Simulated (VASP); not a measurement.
Input of a VASP 6.6.1 run:

File POSCAR:

```
HfB
1.0
    0.0000000000      2.3553056198      2.3553056198
    2.3553056198      0.0000000000      2.3553056198
    2.3553056198      2.3553056198      0.0000000000
Hf B
1 1
Direct
    0.5000000000      0.5000000000      0.5000000000
    0.0000000000      0.0000000000      0.0000000000
```

INCAR.step1

```
PREC = Accurate ; ENCUT = 520
ISMEAR = -1 ; SIGMA = 0.05
LREAL = F ; LASPH = T
NELM = 100 ; NBANDS = 14
GGA = PE ; ALGO = Normal
EDIFF = 1E-4 ; LWAVE = T
LCHARG = F
```

Contents of INCAR.step2:

```
PREC = Accurate ; ENCUT = 520
EDIFF = 1E-6 ; ISMEAR = -1
SIGMA = 0.05 ; LREAL = F
LASPH = T ; NELM = 100
ALGO = Normal ; ISIF = 2
LWAVE = F ; LCHARG = F
METAGGA = R2SCAN ; LMIXTAU = T
NBANDS = 14 ; ISTART = 1
```

KPOINTS

```
regular mesh
0
Gamma
  10 10 10
```

Potentials or basis: VASP PAW PBE potentials, release 64 (Hf_pv, B).

The run is started by

```console
$ cat potpaw_PBE.64/Hf_pv/POTCAR potpaw_PBE.64/B/POTCAR > POTCAR
$ cp INCAR.step1 INCAR
$ mpirun -np 1 vasp_std > vasp.out
$ cp INCAR.step2 INCAR
$ mpirun -np 1 vasp_std > vasp.out
```

(1) Estimate the pressure.

Answers

(1) 14.7 GPa.

Caveat: the PAW data sets were made with another functional, which shifts forces and pressure a little.
